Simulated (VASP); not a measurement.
# As (P6_3/mmc) in VASP: notebook, part 2 of 2

VASP 6.6.1.

## (3) Single point, RPBE (volume scaled by 1.08)

The input, INCAR:

```
SYSTEM = As
  PREC = Accurate
  ENCUT = 520
  EDIFF = 1E-7
  ISMEAR = -1
  SIGMA = 0.1
  LREAL = .False.
  LASPH = .True.
  NELM = 60
  ALGO = Normal
  ISIF = 2
  LWAVE = .False.
  LCHARG = .False.
  GGA = RP
  NBANDS = 18
```

The input, KPOINTS:

```
Automatic mesh
0
Gamma
  14 14 4
  0 0 0
```

The input, POSCAR:

```
As
1.0
    3.0720205538      0.0000000000      0.0000000000
   -1.5360102769      2.6604478405      0.0000000000
    0.0000000000      0.0000000000     10.4102146249
As
4
Direct
    0.0000000000      1.0000000000      0.0000000000
    0.0000000000      1.0000000000      0.5000000000
    0.3333333333      0.6666666667      0.2500000000
    0.6666666667      0.3333333333      0.7500000000
```

Potentials or basis: VASP PAW PBE potentials, release 64 (As).

On the command line:

```console
$ cat potpaw_PBE.64/As/POTCAR > POTCAR
$ mpirun -np 1 vasp_std > vasp.out
```

OUTCAR:

```text
SYSTEM = As
   PREC = Accurate
   ENCUT = 520
   EDIFF = 1E-7
   ISMEAR = -1
   LREAL = .False.
   LASPH = .True.
   NELM = 60
   ISIF = 2
   GGA = RP

 ion  position               nearest neighbor table
   1  0.000  0.000  0.000-
   2  0.000  0.000  0.500-
   3  0.333  0.667  0.250-
   4  0.667  0.333  0.750-

  LATTYP: Found a hexagonal cell.
 ALAT       =     3.0720205538
 C/A-ratio  =     3.3887190670

  Lattice vectors:

 A1 = (   3.0720205538,   0.0000000000,   0.0000000000)
 A2 = (  -1.5360102769,   2.6604478405,   0.0000000000)
 A3 = (   0.0000000000,   0.0000000000,  10.4102146249)

Analysis of symmetry for initial positions (statically):
=====================================================================
 Subroutine PRICEL returns:
 Original cell was already a primitive cell.

 Routine SETGRP: Setting up the symmetry group for a
 hexagonal supercell.

 Subroutine GETGRP returns: Found 24 space group operations
 (whereof 12 operations were pure point group operations)
 out of a pool of 24 trial point group operations.

The static configuration has the point symmetry D_3d.
 The point group associated with its full space group is D_6h.

Analysis of symmetry for dynamics (positions and initial velocities):
=====================================================================
 Subroutine PRICEL returns:
 Original cell was already a primitive cell.

 Routine SETGRP: Setting up the symmetry group for a
 hexagonal supercell.

 Subroutine GETGRP returns: Found 24 space group operations
 (whereof 12 operations were pure point group operations)
 out of a pool of 24 trial point group operations.

[... 119 lines left out ...]
   EFERMI =   0.00;   METHOD = LEGACY
   ISMEAR =    -1;   SIGMA  =   0.10  broadening in eV -4-tet -1-fermi 0-gaus
   EFERMI_NEDOS =   21; number of points for ismear=-14 and -15
   IALGO  =     38    algorithm
   IMIX   =      4    mixing-type and parameters
     AMIX     =   0.40;   BMIX     =  1.00
     AMIX_MAG =   1.60;   BMIX_MAG =  1.00
  volume/ion in A,a.u.               =      21.27       143.54
  Fermi-wavevector in a.u.,A,eV,Ry     =   1.010350  1.909285 13.888933  1.020808
  Thomas-Fermi vector in A             =   2.143334
   LORBIT       =      0    0 simple, 1 ext, 2 COOP (PROOUT), +10 PAW based schemes
   GGA     = RP    functional components
   LHFCALC =     F    Hartree Fock is set to
   AEXX    =    0.0000 exact exchange contribution
   IVDW    =     0    specifies the selected vdW correction
   LEPSILON=     F    determine dielectric tensor
   LRPA    =     F    only Hartree local field effects (RPA)
 non-spin polarized calculation
  energy-cutoff  :      520.00
  volume of cell :       85.08
 maximum number of plane-waves:      2312
 NGX is ok and might be reduce to    24
   NGX = 11   NGY = 11   NGZ = 39

 number of electron      19.9999994 magnetization

 Free energy of the ion-electron system (eV)
  ---------------------------------------------------
  ext. energy  EPLUGINS =         0.00000000
  ---------------------------------------------------
  free energy    TOTEN  =       -15.00733008 eV

  energy without entropy =      -14.93051504  energy(sigma->0) =      -14.96892256

 E-fermi :   5.4585     XC(G=0): -10.2538

 val. band max:        5.3948563884   @ k =   0.2857   0.1429   0.2500
 cond. band min:       5.4967306608   @ k =   0.2143   0.0000   0.2500
 fundamental gap:      0.1018742724
 Fermi energy:         5.4584896253

 k-point     1 :       0.0000    0.0000    0.0000
  band No.  band energies     occupation
      1      -8.7680      2.00000
      2      -7.5717      2.00000
      3      -7.5603      2.00000
      4      -5.3511      2.00000
      5      -0.5951      2.00000
      6       4.0625      2.00000
[... 481 lines left out ...]
      5       0.8583      2.00000
      6       1.1442      2.00000
[... 10 lines left out ...]
     17      12.4888      0.00000
     18      12.5786      0.00000

 [... further k-points ...]

------------------------ aborting loop because EDIFF is reached ----------------------------------------

  FORCE on cell =-STRESS in cart. coord.  units (eV):
  Direction    XX          YY          ZZ          XY          YZ          ZX
  --------------------------------------------------------------------------------------
  -------------------------------------------------------------------------------------
  Total       -2.7985589     -2.7985589     -2.3229773      0.0000000      0.0000000      0.0000000
  in kB      -52.6994981    -52.6994981    -43.7438490      0.0000000      0.0000000      0.0000000
  external PRESSURE =     -49.7142818 kB  Pullay stress =       0.0000000 kB

 VOLUME and BASIS-vectors are now :
 -----------------------------------------------------------------------------
  energy-cutoff  :      520.00
  volume of cell :       85.08
      direct lattice vectors                 reciprocal lattice vectors
     3.072020554  0.000000000  0.000000000     0.325518655  0.187938283  0.000000000
    -1.536010277  2.660447840  0.000000000     0.000000000  0.375876567  0.000000000
     0.000000000  0.000000000 10.410214625     0.000000000  0.000000000  0.096059499

 POSITION                                       TOTAL-FORCE (eV/Angst)
 -----------------------------------------------------------------------------------
      0.00000      0.00000      0.00000         0.000000      0.000000      0.000000
      0.00000      0.00000      5.20511         0.000000      0.000000      0.000000
     -0.00000      1.77363      2.60255         0.000000     -0.000000      0.000000
      1.53601      0.88682      7.80766        -0.000000      0.000000     -0.000000
 -----------------------------------------------------------------------------------
    total drift:                               -0.000000      0.000000      0.000000

  FREE ENERGIE OF THE ION-ELECTRON SYSTEM (eV)
  ---------------------------------------------------
  free  energy   TOTEN  =       -15.0073300788 eV

  energy  without entropy=      -14.9305150378  energy(sigma->0) =      -14.96892256
```

OSZICAR:

```text
N       E                     dE             d eps       ncg     rms          rms(c)
DAV:   1     0.600859527665E+02    0.60086E+02   -0.79444E+03  2592   0.935E+02
DAV:   2    -0.112624493035E+02   -0.71348E+02   -0.68661E+02  3728   0.139E+02
DAV:   3    -0.150084393575E+02   -0.37460E+01   -0.37098E+01  2988   0.314E+01
DAV:   4    -0.150344841346E+02   -0.26045E-01   -0.26026E-01  3002   0.287E+00
DAV:   5    -0.150345537515E+02   -0.69617E-04   -0.69610E-04  2866   0.174E-01    0.326E+00
DAV:   6    -0.150149155663E+02    0.19638E-01   -0.15899E-02  2852   0.610E-01    0.187E+00
DAV:   7    -0.150070862609E+02    0.78293E-02   -0.29435E-02  2724   0.833E-01    0.114E-01
DAV:   8    -0.150072796092E+02   -0.19335E-03   -0.52139E-04  3004   0.128E-01    0.623E-02
DAV:   9    -0.150073310700E+02   -0.51461E-04   -0.99518E-05  2794   0.670E-02    0.898E-03
DAV:  10    -0.150073310826E+02   -0.12607E-07   -0.18401E-06  3008   0.689E-03    0.446E-03
DAV:  11    -0.150073299577E+02    0.11249E-05   -0.54775E-07  2792   0.455E-03    0.124E-03
DAV:  12    -0.150073301421E+02   -0.18437E-06   -0.32074E-08  1580   0.867E-04    0.275E-04
DAV:  13    -0.150073300788E+02    0.63346E-07   -0.59631E-09  1500   0.533E-04
   1 F= -.15007330E+02 E0= -.14968923E+02  d E =-.768150E-01
```

stdout:

```text
POSCAR found type information on POSCAR As
 POSCAR found :  1 types and       4 ions
 scaLAPACK will be used
 -----------------------------------------------------------------------------
|                                                                             |
|                                                                             |
|     You enforced a specific xc type in the INCAR file but a different       |
|     I HOPE YOU KNOW WHAT YOU ARE DOING!                                     |
|                                                                             |
 -----------------------------------------------------------------------------

 LDA part: xc-table for (Slater+PW92), standard interpolation
 POSCAR, INCAR and KPOINTS ok, starting setup
 FFT: planning ... GRIDC
 FFT: planning ... GRID_SOFT
 FFT: planning ... GRID
 WAVECAR not read
 entering main loop
```

It took 60 s on 1 thread of Intel Xeon Platinum 8259CL at 2.50GHz (Skylake/Cascade Lake), shared host; peak memory 0.24 GiB.

What came out:

| Quantity | Value |
| --- | --- |
| Free energy | -15.0073 eV |
| Pressure | -5.0 GPa |
| Band gap on the k mesh | zero (band 10 reaches 9.86 eV, above the bottom of band 11 at 3.14 eV) |

Stress tensor (GPa, compression positive):
```
-5.27  0.00  0.00
 0.00 -5.27  0.00
 0.00  0.00 -4.37
```

Levels at points of the mesh, in eV from the Fermi level:
| k point | band 6 | band 7 | band 8 | band 9 | band 10 | band 11 | band 12 | band 13 | band 14 | band 15 |
| --- | --- | --- | --- | --- | --- | --- | --- | --- | --- | --- |
| (0.00, 0.00, 0.00) | -1.40 | -1.39 | 3.83 | 3.83 | 4.40 | 4.40 | 4.44 | 4.44 | 4.49 | 5.13 |
| (0.50, 0.00, 0.00) | -5.53 | -4.32 | -3.84 | -1.72 | -0.94 | 0.75 | 1.51 | 1.82 | 1.84 | 2.45 |
| (0.00, 0.00, 0.50) | -4.53 | 2.23 | 2.23 | 4.00 | 4.00 | 4.00 | 4.00 | 4.90 | 4.90 | 4.90 |
| (0.50, 0.00, 0.50) | -5.37 | -4.64 | -4.64 | -0.51 | -0.51 | 1.04 | 1.04 | 1.06 | 1.06 | 2.88 |

Caveat: the cell differs from its parent crystal (volume scaled by 1.08); the PAW data sets were made with another functional, which shifts forces and pressure a little.

## (4) Single point, RPBE (volume scaled by 1.12)

The input, INCAR:

```
ALGO = Normal ; EDIFF = 1E-6
ENCUT = 520 ; GGA = RP
ISIF = 2 ; ISMEAR = -1
LASPH = T ; LCHARG = F
LREAL = F ; LWAVE = F
NBANDS = 18 ; NELM = 100
PREC = Accurate ; SIGMA = 0.1
```

The input, KPOINTS:

```
k-points
0
Gamma
  14 14 4
```

The input, POSCAR:

```
As
1.0
    3.1094879117      0.0000000000      0.0000000000
   -1.5547439558      2.6928955243      0.0000000000
    0.0000000000      0.0000000000     10.5371809749
As
4
Direct
    0.0000000000      1.0000000000      0.0000000000
    0.0000000000      1.0000000000      0.5000000000
    0.3333333333      0.6666666667      0.2500000000
    0.6666666667      0.3333333333      0.7500000000
```

On the command line:

```console
$ cat potpaw_PBE.64/As/POTCAR > POTCAR
$ mpirun -np 1 vasp_std > vasp.out
```

Wall time 48 s (1 thread of Intel Xeon Platinum 8259CL at 2.50GHz (Skylake/Cascade Lake), shared host); peak memory 0.24 GiB.

The run converged. Its results:

```
Free energy            : -14.8919 eV
Pressure               : -6.7 GPa
Band gap on the k mesh : zero (band 10 reaches 9.27 eV, above the bottom of band 11 at 2.87 eV)
```

Stress tensor (GPa, compression positive):
```
-7.05  0.00  0.00
 0.00 -7.05  0.00
 0.00  0.00 -6.06
```

Levels at points of the mesh, in eV from the Fermi level:
| k point | band 6 | band 7 | band 8 | band 9 | band 10 | band 11 | band 12 | band 13 | band 14 | band 15 |
| --- | --- | --- | --- | --- | --- | --- | --- | --- | --- | --- |
| (0.00, 0.00, 0.00) | -1.37 | -1.36 | 3.65 | 3.65 | 4.19 | 4.19 | 4.23 | 4.23 | 4.27 | 4.88 |
| (0.50, 0.00, 0.00) | -5.30 | -4.18 | -3.72 | -1.62 | -0.87 | 0.73 | 1.43 | 1.75 | 1.76 | 2.35 |
| (0.00, 0.00, 0.50) | -4.37 | 2.11 | 2.11 | 3.81 | 3.81 | 3.81 | 3.81 | 4.67 | 4.67 | 4.67 |
| (0.50, 0.00, 0.50) | -5.17 | -4.45 | -4.45 | -0.48 | -0.48 | 1.00 | 1.00 | 1.04 | 1.04 | 2.75 |

Caveat: the cell differs from its parent crystal (volume scaled by 1.12); the PAW data sets were made with another functional, which shifts forces and pressure a little.

## (5) Single point, RPBE

This run uses another cell than the first one, of 19.69 Å³/atom, 0.962 times its volume.

The input, INCAR:

```
  ALGO = Normal
  EDIFF = 1E-6
  ENCUT = 520
  GGA = RP
  ISIF = 2
  ISMEAR = -1
  LASPH = T
  LCHARG = F
  LREAL = F
  LWAVE = F
  NBANDS = 18
  NELM = 60
  PREC = Accurate
  SIGMA = 0.1
```

The input, KPOINTS:

```
k-points
0
Gamma
  16 16 4
```

The input, POSCAR:

```
As
1.0
    2.9942141971      0.0000000000      0.0000000000
   -1.4971070985      2.5930655591      0.0000000000
    0.0000000000      0.0000000000     10.1465507406
As
4
Direct
    0.0000000000      1.0000000000      0.0000000000
    0.0000000000      1.0000000000      0.5000000000
    0.3333333333      0.6666666667      0.2500000000
    0.6666666667      0.3333333333      0.7500000000
```

On the command line:

```console
$ cat potpaw_PBE.64/As/POTCAR > POTCAR
$ mpirun -np 1 vasp_std > vasp.out
```

Run time: 57 s. Hardware: 1 thread of Intel Xeon Platinum 8259CL at 2.50GHz (Skylake/Cascade Lake), shared host; peak memory 0.26 GiB.

Results (log left out):

```yaml
Free_energy: -15.1154 eV
Pressure: 0.0 GPa
Band_gap_on_the_k_mesh: zero (band 10 reaches 11.17 eV, above the bottom of band 11 at 3.66 eV)
```

Stress tensor (GPa, compression positive):
```
 0.22  0.00  0.00
 0.00  0.22  0.00
 0.00  0.00 -0.41
```

Levels at points of the mesh, in eV from the Fermi level:
| k point | band 8 | band 9 | band 10 | band 11 | band 12 | band 13 |
| --- | --- | --- | --- | --- | --- | --- |
| (0.00, 0.00, 0.00) | 4.27 | 4.27 | 4.90 | 4.90 | 4.95 | 4.95 |
| (0.50, 0.00, 0.00) | -4.08 | -1.92 | -1.07 | 0.83 | 1.71 | 2.00 |
| (0.00, 0.00, 0.50) | 2.50 | 4.45 | 4.45 | 4.45 | 4.45 | 5.47 |
| (0.50, 0.00, 0.50) | -5.02 | -0.53 | -0.53 | 1.12 | 1.12 | 1.14 |

Caveat: the PAW data sets were made with another functional, which shifts forces and pressure a little.

## (6) The runs side by side

```tsv
cell	k mesh	gap on the mesh (eV)	pressure (GPa)
a = 3.034, b = 3.034, c = 10.280 Å, angles 90.0, 90.0, 120.0°, 4 atoms	14 × 14 × 4	none	-2.8
a = 3.072, b = 3.072, c = 10.410 Å, angles 90.0, 90.0, 120.0°, 4 atoms	14 × 14 × 4	none	-5.0
a = 3.109, b = 3.109, c = 10.537 Å, angles 90.0, 90.0, 120.0°, 4 atoms	14 × 14 × 4	none	-6.7
a = 2.994, b = 2.994, c = 10.147 Å, angles 90.0, 90.0, 120.0°, 4 atoms	16 × 16 × 4	none	0.0
```

Alike in all rows: task single point; level RPBE; potentials or basis VASP PAW PBE potentials, release 64 (As); no spin polarisation; cutoff (eV) 520; smearing fermi-dirac 0.1 eV.

Caveats: the PAW data sets were made with another functional, which shifts forces and pressure a little.

Absolute energies hang on the potentials; compare differences alone.
